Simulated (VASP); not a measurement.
Sn:

```
Sn
1.0
     0.00000    3.23334    3.23334
     3.23334    0.00000    3.23334
     3.23334    3.23334    0.00000
Sn
2
Cartesian
  3.2333 3.2333 3.2333
  4.8500 4.8500 4.8500
```

This isn't the form of Sn at room conditions, which is tetragonal (white tin).

```yaml
Program: VASP 6.6.1
Task: relaxation of cell and atoms
Functional: r2SCAN
Potentials_or_basis: VASP PAW PBE potentials, release 64 (Sn_d)
Cutoff: 600 eV
k_mesh: 14 × 14 × 14
Occupations: fermi-dirac, width 0.1 eV
Spin: no spin polarisation
```

At the start: pressure 2.2 GPa; volume 33.80 Å³/atom.

Where does the relaxation end?

Over 3 steps the energy falls by 10.7 meV/atom and the volume is 35.40 Å³/atom (+4.7 %); space group Fd-3m (No. 227, to 0.1 Å) before and after.

Step by step:
```tsv
step	energy change (eV)	largest force (eV/Å)	pressure (GPa)	volume (Å³)
1	0.0000	0.0000	2.24	67.61
2	-0.0170	0.0000	-0.87	72.34
3	-0.0213	0.0000	0.00	70.80
```

Final structure:
```xyz
2
Lattice="0.0000 3.2835 3.2835 3.2835 0.0000 3.2835 3.2835 3.2835 0.0000" Properties=species:S:1:pos:R:3 pbc="T T T"
Sn    3.2835    3.2835    3.2835
Sn    4.9252    4.9252    4.9252
```

Caveat: the PAW data sets were made with another functional, which shifts forces and pressure a little.
